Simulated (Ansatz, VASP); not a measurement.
## One calculation of MgZn3Se3S, two programs

```
Mg Zn Se S
1.0
     4.04921    0.00000    0.00000
    -2.02460    3.50672    0.00000
     0.00000    0.00000   13.23592
Mg Zn Se S
1 3 3 1
Cartesian
  2.0246 1.1689 3.1835
  2.0246 1.1689 9.9587
  0.0000 2.3378 0.0566
  0.0000 2.3378 6.6405
  0.0000 2.3378 9.1304
  2.0246 1.1689 12.4508
  2.0246 1.1689 5.7971
  0.0000 2.3378 2.4172
```

Alike in both runs: functional PBE; k mesh 12 × 12 × 2; occupations gaussian, width 0.02 eV; no spin polarisation.

Ansatz relaxed the structure, and its values are those at the end. VASP's run is a single point on that final structure, the one shown.

```csv
,VASP,Ansatz
version,VASP 6.6.1,Ansatz 0.2.0
potentials or method,"VASP PAW PBE potentials, release 64 (Mg, Zn, Se, S), cutoff 520 eV","scalar-relativistic, plane waves, PAW"
valence electrons in the cell,62,100
```

Ansatz gave:

| Item | Value |
| --- | --- |
| gap on the k mesh at the Fermi level (eV) | 1.50 |
| least direct gap on the mesh (eV) | 1.50 |
| pressure (GPa) | 0.0 |
| rms of the force components (eV/Å) | 0.001 |

Question: Estimate VASP's values.

Answer: gap on the k mesh at the Fermi level (eV): 1.50; least direct gap on the mesh (eV): 1.50; pressure (GPa): 0.1; rms of the force components (eV/Å): 0.006.

VASP's potentials hold 62 valence electrons a cell and Ansatz's 100, so a difference there can come from the potentials and not from the codes.
